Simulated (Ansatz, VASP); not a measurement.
## MnO: VASP beside Ansatz

```xyz
4
Lattice="2.6724 0.0000 2.6724 0.0000 2.6724 2.6724 0.0000 0.0000 5.3448" Properties=species:S:1:pos:R:3 pbc="T T T"
Mn    0.0000    0.0000    0.0000
Mn    0.0000    0.0000    2.6724
O     1.3362    1.3362    6.6810
O     1.3362    1.3362    4.0086
```

Alike in both runs: task single point; functional LDA; k mesh 7 × 7 × 7; occupations gaussian, width 0.05 eV; collinear spin; Hubbard terms Mn d U = 6.0 eV.

|  | VASP | Ansatz |
| --- | --- | --- |
| version | VASP 6.6.1 | Ansatz 0.2.0 |
| potentials or method | VASP PAW LDA potentials, release 64 (Mn_pv, O), cutoff 600 eV | scalar-relativistic, plane waves, PAW |
| valence electrons in the cell | 38 | 42 |

```csv
,VASP,Ansatz,Ansatz less VASP
gap on the k mesh at the Fermi level (eV),1.00,0.79,-0.208
least direct gap on the mesh (eV),1.31,1.03,-0.279
pressure (GPa),10.0,15.0,+5.01
net moment per atom (μB),2.50,2.50,0.000
size of the moment on the site where the two differ most (μB),4.64,4.35,-0.286
```

LDA's correlation is that of Perdew and Zunger in VASP and of Perdew and Wang (1992) in Ansatz. Site moments also hang on the region over which each program counts them. The programs project onto different local orbitals, so the same U acts differently, and such runs can settle in different states. VASP's potentials hold 38 valence electrons a cell and Ansatz's 42, so a difference there can come from the potentials and not from the codes. Ansatz's warnings: stress scf threshold loose.
